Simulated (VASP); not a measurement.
## Ti: single point with LDA

The system is Ti.

```
Ti
1.0
     4.46029    0.00000    0.00000
    -2.23015    3.86273    0.00000
     0.00000    0.00000    2.76649
Ti
3
Direct
  0.00000 0.00000 0.00000
  0.33333 0.66667 0.50000
  0.66667 0.33333 0.50000
```

This isn't the form of Ti at room conditions, which is hcp.

```json
{
 "Program": "VASP 6.6.1",
 "Task": "single point",
 "Functional": "LDA",
 "Potentials or basis": "VASP PAW LDA potentials, release 64 (Ti_sv)",
 "Cutoff": "550 eV",
 "k mesh": "12 × 12 × 14",
 "Occupations": "fermi-dirac, width 0.15 eV",
 "Spin": "no spin polarisation"
}
```

* Pressure: -0.1 GPa
* Band gap on the k mesh: zero (bands 18 and 19 overlap by 0.36 eV)

Levels at points of the mesh, in eV from the Fermi level:
| k point | band 15 | band 16 | band 17 | band 18 | band 19 | band 20 | band 21 | band 22 |
| --- | --- | --- | --- | --- | --- | --- | --- | --- |
| (0.00, 0.00, 0.00) | -0.65 | -0.65 | -0.55 | -0.55 | 0.01 | 0.75 | 1.40 | 1.40 |
| (0.50, 0.00, 0.00) | -2.77 | -0.47 | -0.45 | -0.39 | 0.08 | 0.61 | 1.08 | 1.52 |
| (0.00, 0.00, 0.50) | -2.13 | -1.74 | -1.74 | -1.60 | 1.14 | 1.14 | 1.37 | 1.37 |
| (0.50, 0.00, 0.50) | -1.84 | -1.27 | -0.66 | -0.61 | 0.37 | 0.91 | 1.18 | 1.23 |

Wall time 69 s on 4 MPI ranks on Intel(R) Xeon(R) Platinum 8488C (Sapphire Rapids), with other jobs on the host, peak memory 0.41 GiB a rank.
